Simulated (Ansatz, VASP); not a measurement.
## BAs: VASP beside Ansatz

The input INCAR:

```
ALGO     = Normal         # electronic algorithm
EDIFF    = 1E-7           # SCF threshold, eV
ENCUT    = 520            # plane-wave cutoff, eV
GGA      = PS             # functional
ISIF     = 2              # what is computed and relaxed
ISMEAR   = -1             # smearing method
LASPH    = T              # aspherical terms in the spheres
LCHARG   = F              # write CHGCAR
LREAL    = F              # projectors in reciprocal space
LWAVE    = F              # write WAVECAR
NBANDS   = 11             # bands
NELM     = 60             # most SCF steps
PREC     = Accurate       # precision mode
SIGMA    = 0.02           # smearing width, eV
```

KPOINTS

```
k-points
0
Gamma
  6 6 6
```

POSCAR

```
BAs
1.0
    0.0000000000      2.3052873177      2.3052873177
    2.3052873177      0.0000000000      2.3052873177
    2.3052873177      2.3052873177      0.0000000000
B As
1 1
Direct
    0.0000000000      0.0000000000      0.0000000000
    0.5000000000      0.5000000000      0.5000000000
```

Input for Ansatz:

```yaml
crystal:
  lattice:
    - [0.0, 2.3052873177, 2.3052873177]
    - [2.3052873177, 0.0, 2.3052873177]
    - [2.3052873177, 2.3052873177, 0.0]
  atoms:
    - { symbol: B, position: [0.0, 0.0, 0.0] }
    - { symbol: As, position: [0.5, 0.5, 0.5] }
kpoints:
  mp_grid: { grid: [6, 6, 6] }
hamiltonian:
  xc: pbesol
scf:
  occupations: { method: fermi_dirac, width: 0.02 }
  n_extra_bands: 4
output:
  forces: true
  stress: true
  eigenvalues: true
```

Alike in both runs: task single point; functional PBEsol; k mesh 6 × 6 × 6; occupations fermi-dirac, width 0.02 eV; no spin polarisation.

|  | VASP | Ansatz |
| --- | --- | --- |
| version | VASP 6.6.1 | Ansatz 0.2.0 |
| potentials or method | VASP PAW PBE potentials, release 64 (B, As) | plane waves |
| plane-wave cutoff (eV) | 520 | 420 |
| valence electrons in the cell | 8 | 18 |

```csv
,VASP,Ansatz,Ansatz less VASP
pressure (GPa),-3.2,-3.8,-0.54
```

VASP's potentials were made for PBE, not for PBEsol. VASP's potentials hold 8 valence electrons a cell and Ansatz's 18, so a difference there can come from the potentials and not from the codes.

The k mesh is coarse, so the values compare programs but aren't converged.
